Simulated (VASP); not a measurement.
# SrAl2O2 (I4/mmm) in VASP: a series of runs

Runs on SrAl2O2. Level: PBE. Tasks: single point, relaxation of cell and atoms.

All numbers are computed with VASP 6.6.1; they aren't measurements. Logs are shortened: lines on timing, memory, paths and dates and some standing lists are left out, and cuts for length are marked.

### Step 1. The cell of the first run

The structure is tetragonal, space group I4/mmm (No. 139). Conventional cell: a = 3.794 Å, b = 3.794 Å, c = 9.552 Å, α = 90.00°, β = 90.00°, γ = 90.00°. Sr (site symmetry 4/mmm) has 10 O at 3.00 to 3.43 Å and 8 Al at 3.05 Å and 4 Sr at 3.79 Å within 3.9 Å. Al (site symmetry -4m2) has 4 O at 2.17 Å and 4 Al at 2.68 Å within 2.9 Å. Within 3.0 Å of O (site symmetry 4mm) lie 4 Al at 2.17 Å and 1 O at 2.68 Å and 4 Sr at 3.00 Å.

The cell was generated, and may not be a known phase.

### Step 2. Single point, PBE

File INCAR:

```
SYSTEM = SrAl2O2
PREC     = Accurate       ! precision mode
ENCUT    = 520            ! plane-wave cutoff, eV
EDIFF    = 1E-6           ! SCF threshold, eV
ISMEAR   = 0              ! smearing method
SIGMA    = 0.1            ! smearing width, eV
LREAL    = .FALSE.        ! projectors in reciprocal space
LASPH    = .TRUE.         ! aspherical terms in the spheres
NELM     = 100            ! most SCF steps
ALGO     = Normal         ! electronic algorithm
ISIF     = 2              ! what is computed and relaxed
LWAVE    = .FALSE.        ! write WAVECAR
LCHARG   = .FALSE.        ! write CHGCAR
GGA      = PE             ! functional
NBANDS   = 22             ! bands
```

File KPOINTS:

```
Automatic mesh
0
G
  6 6 6
  0 0 0
```

File POSCAR:

```
SrAl2O2
1.0
   -1.8970563500      1.8970563500      4.7761743300
    1.8970563500     -1.8970563500      4.7761743300
    1.8970563500      1.8970563500     -4.7761743300
Sr Al O
1 2 2
Direct
    0.0000000000      0.0000000000      0.0000000000
    0.7500000000      0.2500000000      0.5000000000
    0.2500000000      0.7500000000      0.5000000000
    0.3595436200      0.3595436200      0.0000000000
    0.6404563800      0.6404563800      0.0000000000
```

Potentials or basis: VASP PAW PBE potentials, release 64 (Sr_sv, Al, O).

On the command line:

```sh
$ cat potpaw_PBE.64/Sr_sv/POTCAR potpaw_PBE.64/Al/POTCAR potpaw_PBE.64/O/POTCAR > POTCAR
$ mpirun -np 1 vasp_std > vasp.out
```

OUTCAR:

```text
SYSTEM = SrAl2O2
   PREC = Accurate
   ENCUT = 520
   EDIFF = 1E-6
   ISMEAR = 0
   LREAL = .FALSE.
   LASPH = .TRUE.
   NELM = 100
   ISIF = 2
   GGA = PE

 ion  position               nearest neighbor table
   1  0.000  0.000  0.000-   5 3.00   5 3.00   5 3.00   4 3.00   5 3.00   4 3.00   4 3.00   4 3.00
                             2 3.05   3 3.05   2 3.05   3 3.05   2 3.05   2 3.05   3 3.05   3 3.05
   2  0.750  0.250  0.500-   4 2.17   5 2.17   4 2.17   5 2.17   3 2.68   3 2.68   3 2.68   3 2.68
                             1 3.05   1 3.05   1 3.05   1 3.05
   3  0.250  0.750  0.500-   4 2.17   5 2.17   4 2.17   5 2.17   2 2.68   2 2.68   2 2.68   2 2.68
                             1 3.05   1 3.05   1 3.05   1 3.05
   4  0.360  0.360  0.000-   2 2.17   3 2.17   3 2.17   2 2.17   1 3.00   1 3.00   1 3.00   1 3.00
                             1 3.43
   5  0.640  0.640  0.000-   3 2.17   2 2.17   2 2.17   3 2.17   1 3.00   1 3.00   1 3.00   1 3.00
                             1 3.43

  LATTYP: Found a body centered tetragonal cell.
 ALAT       =     3.7941127000
 C/A-ratio  =     2.5176765730

  Lattice vectors:

 A1 = (  -1.8970563500,   1.8970563500,   4.7761743300)
 A2 = (   1.8970563500,  -1.8970563500,   4.7761743300)
 A3 = (   1.8970563500,   1.8970563500,  -4.7761743300)

Analysis of symmetry for initial positions (statically):
=====================================================================
 Subroutine PRICEL returns:
 Original cell was already a primitive cell.

 Routine SETGRP: Setting up the symmetry group for a
 body centered tetragonal supercell.

 Subroutine GETGRP returns: Found 16 space group operations
 (whereof 16 operations were pure point group operations)
 out of a pool of 16 trial point group operations.

The static configuration has the point symmetry D_4h.

Analysis of symmetry for dynamics (positions and initial velocities):
=====================================================================
 Subroutine PRICEL returns:
 Original cell was already a primitive cell.

 Routine SETGRP: Setting up the symmetry group for a
 body centered tetragonal supercell.

 Subroutine GETGRP returns: Found 16 space group operations
 (whereof 16 operations were pure point group operations)
 out of a pool of 16 trial point group operations.

The dynamic configuration has the point symmetry D_4h.

 Subroutine INISYM returns: Found 16 space group operations
 (whereof 16 operations are pure point group operations),
 and found     1 'primitive' translations

----------------------------------------------------------------------------------------

                                     Primitive cell

  volume of cell :      68.7544

  direct lattice vectors                    reciprocal lattice vectors
    -1.897056350  1.897056350  4.776174330     0.000000000  0.263566235  0.104686296
     1.897056350 -1.897056350  4.776174330     0.263566235  0.000000000  0.104686296
     1.897056350  1.897056350 -4.776174330     0.263566235  0.263566235  0.000000000

  length of vectors
     5.478091531  5.478091531  5.478091531     0.283595453  0.283595453  0.372738944

  position of ions in fractional coordinates (direct lattice)
     0.000000000  0.000000000  0.000000000
     0.750000000  0.250000000  0.500000000
     0.250000000  0.750000000  0.500000000
     0.359543620  0.359543620  0.000000000
     0.640456380  0.640456380  0.000000000

  ion indices of the primitive-cell ions
   primitive index   ion index
                 1           1
                 2           2
                 3           3
                 4           4
                 5           5

----------------------------------------------------------------------------------------

 KPOINTS: Automatic mesh

Automatic generation of k-mesh.
 Grid dimensions read from file:
 generate k-points for:    6    6    6

 Generating k-lattice:

  Cartesian coordinates                     Fractional coordinates (reciprocal lattice)
     0.000000000  0.043927706  0.017447716     0.166666667  0.000000000  0.000000000
     0.043927706  0.000000000  0.017447716     0.000000000  0.166666667  0.000000000
     0.043927706  0.043927706  0.000000000     0.000000000  0.000000000  0.166666667

  Length of vectors
     0.047265909  0.047265909  0.062123157

  Shift w.r.t. Gamma in fractional coordinates (k-lattice)
     0.000000000  0.000000000  0.000000000

 Subroutine IBZKPT returns following result:
 ===========================================

 Found     30 irreducible k-points:

 Following reciprocal coordinates:
            Coordinates               Weight
  0.000000  0.000000  0.000000      1.000000
  0.166667  0.000000 -0.000000      8.000000
  0.333333  0.000000 -0.000000      8.000000
  0.500000  0.000000 -0.000000      4.000000
  0.166667  0.166667 -0.000000      8.000000
  0.333333  0.166667 -0.000000     16.000000
[... 16 lines left out ...]
 -0.333333 -0.333333  0.166667      8.000000
 -0.166667 -0.333333  0.166667      8.000000
 [... further k-points ...]
   k-points           NKPTS =     30   k-points in BZ     NKDIM =     30   number of bands    NBANDS=     22
   number of dos      NEDOS =    301   number of ions     NIONS =      5
   total plane-waves  NPLWV =  74088
   dimension x,y,z NGX =    42 NGY =   42 NGZ =   42
   dimension x,y,z NGXF=    84 NGYF=   84 NGZF=   84
   ions per type =               1   2   2
   NGX,Y,Z   is equivalent  to a cutoff of  12.75, 12.75, 12.75 a.u.
   NGXF,Y,Z  is equivalent  to a cutoff of  25.49, 25.49, 25.49 a.u.
 SYSTEM =  SrAl2O2
   PREC   = accura    normal or accurate (medium, high low for compatibility)
   ISTART =      0    job   : 0-new  1-cont  2-samecut
   ICHARG =      2    charge: 1-file 2-atom 10-const
   ISPIN  =      1    spin polarized calculation?
   LNONCOLLINEAR =      F non collinear calculations
   LSORBIT =      F    spin-orbit coupling
   LASPH  =      T    aspherical Exc in radial PAW
   ENCUT  =  520.0 eV  38.22 Ry    6.18 a.u.  10.19 10.19 10.19*2*pi/ulx,y,z
   NELM   =    100;   NELMIN=  2; NELMDL= -5     # of ELM steps
   EDIFF  = 0.1E-05   stopping-criterion for ELM
   LREAL  =      F    real-space projection
[... 7 lines left out ...]
   TEBEG  =    0.0;   TEEND  =   0.0 temperature during run
   PSTRESS=    0.0 pullay stress
   NELECT =      28.0000    total number of electrons
   NUPDOWN=      -1.0000    fix difference up-down
   EMIN   =  10.00;   EMAX   =-10.00  energy-range for DOS
   EFERMI =   0.00;   METHOD = LEGACY
   ISMEAR =     0;   SIGMA  =   0.10  broadening in eV -4-tet -1-fermi 0-gaus
   EFERMI_NEDOS =   21; number of points for ismear=-14 and -15
   IALGO  =     38    algorithm
   IMIX   =      4    mixing-type and parameters
     AMIX     =   0.40;   BMIX     =  1.00
     AMIX_MAG =   1.60;   BMIX_MAG =  1.00
  volume/ion in A,a.u.               =      13.75        92.80
  Fermi-wavevector in a.u.,A,eV,Ry     =   1.213465  2.293117 20.034546  1.472498
  Thomas-Fermi vector in A             =   2.348916
   LORBIT       =      0    0 simple, 1 ext, 2 COOP (PROOUT), +10 PAW based schemes
   GGA     = PE    functional components
   LHFCALC =     F    Hartree Fock is set to
   AEXX    =    0.0000 exact exchange contribution
   IVDW    =     0    specifies the selected vdW correction
   LEPSILON=     F    determine dielectric tensor
   LRPA    =     F    only Hartree local field effects (RPA)
 non-spin polarized calculation
 Gauss-broadening in eV      SIGMA  =   0.10
  energy-cutoff  :      520.00
  volume of cell :       68.75
 maximum number of plane-waves:      1873
 NGX is ok and might be reduce to    42
   NGX = 21   NGY = 21   NGZ = 21

 number of electron      28.0000003 magnetization

 Free energy of the ion-electron system (eV)
  ---------------------------------------------------
  ext. energy  EPLUGINS =         0.00000000
  ---------------------------------------------------
  free energy    TOTEN  =       -21.93304464 eV

  energy without entropy =      -21.91816849  energy(sigma->0) =      -21.92560656

 E-fermi :   7.6090     XC(G=0): -10.6633

 val. band max:        7.5775554907   @ k =  -0.3333   0.5000   0.1667
 cond. band min:       7.6346655429   @ k =   0.3333   0.3333  -0.0000
 fundamental gap:      0.0571100523
 Fermi energy:         7.6089904233

 k-point     1 :       0.0000    0.0000    0.0000
  band No.  band energies     occupation
      1     -28.0650      2.00000
      2     -13.1136      2.00000
      3     -12.3662      2.00000
      4     -10.2958      2.00000
      5     -10.0492      2.00000
      6     -10.0492      2.00000
[... 14 lines left out ...]
     21      14.4256      0.00000
     22      14.4256      0.00000

 k-point     2 :       0.1667    0.0000   -0.0000
  band No.  band energies     occupation
      1     -28.0580      2.00000
      2     -13.0877      2.00000
      3     -12.3684      2.00000
      4     -10.3237      2.00000
      5     -10.0879      2.00000
      6     -10.0384      2.00000
[... 14 lines left out ...]
     21      13.3678      0.00000
     22      13.4813      0.00000

 k-point     3 :       0.3333    0.0000   -0.0000
  band No.  band energies     occupation
      1     -28.0439      2.00000
      2     -12.9996      2.00000
      3     -12.4278      2.00000
      4     -10.3821      2.00000
      5     -10.1351      2.00000
      6     -10.0165      2.00000
[... 14 lines left out ...]
     21      12.7499      0.00000
     22      13.0438      0.00000

 k-point     4 :       0.5000    0.0000   -0.0000
  band No.  band energies     occupation
      1     -28.0368      2.00000
      2     -12.9223      2.00000
      3     -12.5006      2.00000
      4     -10.4145      2.00000
      5     -10.1414      2.00000
      6     -10.0054      2.00000
[... 14 lines left out ...]
     21      14.0478      0.00000
     22      14.1503      0.00000

 k-point     5 :       0.1667    0.1667   -0.0000
  band No.  band energies     occupation
      1     -28.0509      2.00000
      2     -13.0375      2.00000
      3     -12.4035      2.00000
      4     -10.3199      2.00000
      5     -10.1433      2.00000
      6     -10.0375      2.00000
[... 14 lines left out ...]
     21      12.5272      0.00000
     22      12.7588      0.00000

 k-point     6 :       0.3333    0.1667   -0.0000
  band No.  band energies     occupation
      1     -28.0372      2.00000
      2     -12.9112      2.00000
      3     -12.4717      2.00000
      4     -10.3525      2.00000
      5     -10.2026      2.00000
      6     -10.0704      2.00000
[... 14 lines left out ...]
     21      12.5334      0.00000
     22      13.9395      0.00000

 k-point     7 :       0.5000    0.1667   -0.0000
  band No.  band energies     occupation
      1     -28.0305      2.00000
      2     -12.8577      2.00000
      3     -12.4765      2.00000
      4     -10.3881      2.00000
      5     -10.2027      2.00000
      6     -10.1128      2.00000
[... 324 lines left out ...]
      6     -10.2063      2.00000
[... 14 lines left out ...]
     21      13.1810      0.00000
     22      13.3898      0.00000

 k-point    21 :      -0.3333    0.5000    0.1667
  band No.  band energies     occupation
      1     -28.0368      2.00000
      2     -12.7984      2.00000
      3     -12.6349      2.00000
      4     -10.2976      2.00000
      5     -10.2081      2.00000
      6     -10.0718      2.00000
[... 14 lines left out ...]
     21      12.6382      0.00000
     22      14.3397      0.00000

 k-point    22 :      -0.1667    0.5000    0.1667
  band No.  band energies     occupation
      1     -28.0433      2.00000
      2     -12.9151      2.00000
      3     -12.5800      2.00000
      4     -10.3240      2.00000
      5     -10.1227      2.00000
      6     -10.0186      2.00000
[... 14 lines left out ...]
     21      12.9166      0.00000
     22      13.3106      0.00000

 k-point    23 :      -0.3333   -0.3333    0.1667
  band No.  band energies     occupation
      1     -28.0502      2.00000
      2     -12.9805      2.00000
      3     -12.5413      2.00000
      4     -10.2438      2.00000
      5     -10.1499      2.00000
      6     -10.0301      2.00000
[... 14 lines left out ...]
     21      12.8236      0.00000
     22      12.8421      0.00000

 k-point    24 :      -0.1667   -0.3333    0.1667
  band No.  band energies     occupation
      1     -28.0572      2.00000
      2     -13.0634      2.00000
      3     -12.4675      2.00000
      4     -10.2545      2.00000
      5     -10.0824      2.00000
      6     -10.0416      2.00000
[... 14 lines left out ...]
     21      12.2066      0.00000
     22      13.0735      0.00000

 [... further k-points ...]
[... 5 lines left out ...]
  --------------------------------------------------------------------------------------
  -------------------------------------------------------------------------------------
  Total        4.5556663      4.5556663     13.1488402      0.0000000      0.0000000      0.0000000
  in kB      106.1602340    106.1602340    306.4060988      0.0000000      0.0000000      0.0000000
  external PRESSURE =     172.9088556 kB  Pullay stress =       0.0000000 kB

 VOLUME and BASIS-vectors are now :
 -----------------------------------------------------------------------------
  energy-cutoff  :      520.00
  volume of cell :       68.75
      direct lattice vectors                 reciprocal lattice vectors
    -1.897056350  1.897056350  4.776174330     0.000000000  0.263566235  0.104686296
     1.897056350 -1.897056350  4.776174330     0.263566235  0.000000000  0.104686296
     1.897056350  1.897056350 -4.776174330     0.263566235  0.263566235  0.000000000

 POSITION                                       TOTAL-FORCE (eV/Angst)
 -----------------------------------------------------------------------------------
      0.00000      0.00000      0.00000        -0.000000     -0.000000      0.000000
     -0.00000      1.89706      2.38809        -0.000000     -0.000000      0.000000
      1.89706     -0.00000      2.38809        -0.000000     -0.000000      0.000000
      0.00000      0.00000      3.43449         0.000000      0.000000     -0.510683
      0.00000      0.00000      6.11786         0.000000      0.000000      0.510683
 -----------------------------------------------------------------------------------
    total drift:                               -0.000000      0.000000      0.000000

  FREE ENERGIE OF THE ION-ELECTRON SYSTEM (eV)
  ---------------------------------------------------
  free  energy   TOTEN  =       -21.9330446392 eV

  energy  without entropy=      -21.9181684888  energy(sigma->0) =      -21.92560656
```

It took 2 min on 1 thread of Intel Xeon 8259CL, shared host; peak memory 0.28 GiB.

What came out:

- Free energy: -21.9330 eV
- Pressure: 17.3 GPa
- Largest force: 0.511 eV/Å
- Band gap on the k mesh: zero (bands 14 and 15 overlap by 2.52 eV)

Forces on the atoms (eV/Å):
```
Sr   0.000  0.000  0.000
Al   0.000  0.000  0.000
Al   0.000  0.000  0.000
O    0.000  0.000 -0.511
O    0.000  0.000  0.511
```

Stress tensor (GPa, compression positive):
```
10.62  0.00  0.00
 0.00 10.62  0.00
 0.00  0.00 30.64
```

Caveat: the stress differs along the axes, from 11 to 31 GPa.

(Continued in part 2 of 3.)

The gap in the log of VASP goes by the Fermi energy; the results here count the filled bands.